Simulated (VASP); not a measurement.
Runs of VASP 6.6.1 on TaO5. The structure is that of space group P6/mmm (No. 191), or close to it. The cells are those of the table. 

```tsv
potentials or basis	cell	k mesh	cutoff (eV)	second run	gap on the mesh (eV)	pressure (GPa)
VASP PAW PBE potentials, release 64 (Ta_sv_GW, O)	a = 3.654, b = 3.654, c = 5.349 Å, angles 90.0, 90.0, 120.0°, 6 atoms	6 × 6 × 6	600	valence_matched	none	-0.3
VASP PAW PBE potentials, release 64 (Ta_pv, O)	a = 4.416, b = 4.416, c = 3.620 Å, angles 90.0, 90.0, 120.0°, 6 atoms	6 × 6 × 6	520	-	none	(a)
VASP PAW PBE potentials, release 64 (Ta_pv, O)	a = 3.664, b = 3.664, c = 5.246 Å, angles 90.0, 90.0, 120.0°, 6 atoms	12 × 12 × 8	520	-	none	(b)
VASP PAW PBE potentials, release 64 (Ta_sv_GW, O)	a = 3.664, b = 3.664, c = 5.246 Å, angles 90.0, 90.0, 120.0°, 6 atoms	12 × 12 × 8	600	valence_matched	none	-0.4
VASP PAW PBE potentials, release 64 (Ta_pv, O)	a = 3.654, b = 3.654, c = 5.349 Å, angles 90.0, 90.0, 120.0°, 6 atoms	6 × 6 × 6	520	-	none	0.4
```

Alike in all rows: task single point; level PBE; no spin polarisation; smearing gaussian 0.1 eV.

Q: Fill in the values left out.

A: (a) -22.0; (b) 0.3.

Caveats: spin-orbit coupling is left out, which moves the levels of the heavy elements; an odd number of electrons without spin polarisation forces a metal; a magnetic or distorted state may lie lower.

A k mesh can miss the band edges, and the runs leave out spin-orbit coupling on Ta.

A gap of «none» marks levels without a gap at the run's occupations.

The runs don't all hold the same shells in valence.
